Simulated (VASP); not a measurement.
Write the native input for VASP 6.6.1 that does the following.

```yaml
Task: single point
Functional: PBE
Potentials_or_basis: VASP PAW PBE potentials, release 64 (Sr_sv, O)
Cutoff: 600 eV
k_mesh: 4 × 4 × 4
Occupations: gaussian, width 0.01 eV
Spin: no spin polarisation
Dipole_correction: no
Further_INCAR_settings: ALGO = Normal; EDIFF = 1e-06; NBANDS = 15
```

The structure of SrO lies in POSCAR:

```
SrO
1.0
    0.0000000000      2.4464590100      2.4464590100
    2.4464590100      0.0000000000      2.4464590100
    2.4464590100      2.4464590100      0.0000000000
Sr O
1 1
Direct
    0.0000000000      0.0000000000      0.0000000000
    0.5000000000      0.5000000000      0.5000000000
```

These files were run (other wordings do the same):

INCAR

```
  PREC = Accurate
  ENCUT = 600
  EDIFF = 1E-6
  ISMEAR = 0
  SIGMA = 0.01
  LREAL = False
  LASPH = True
  NELM = 120
  ALGO = Normal
  ISIF = 2
  LWAVE = False
  LCHARG = False
  GGA = PE
  NBANDS = 15
  GGA_COMPAT = False
```

KPOINTS

```
regular mesh
0
Gamma
  4 4 4
```

Potentials or basis: VASP PAW PBE potentials, release 64 (Sr_sv, O).

Launch:

```bash
$ cat potpaw_PBE.64/Sr_sv/POTCAR potpaw_PBE.64/O/POTCAR > POTCAR
$ mpirun -np 1 vasp_std > vasp.out
```

Results of the run:

```json
{"Pressure": "23.9 GPa", "Band gap on the k mesh": "3.07 eV"}
```

Caveat: the k points lie up to 0.56 Å⁻¹ apart.

Wall time 15 s on 1 thread of Intel Xeon 8259CL, with other jobs on the host, peak memory 0.16 GiB.
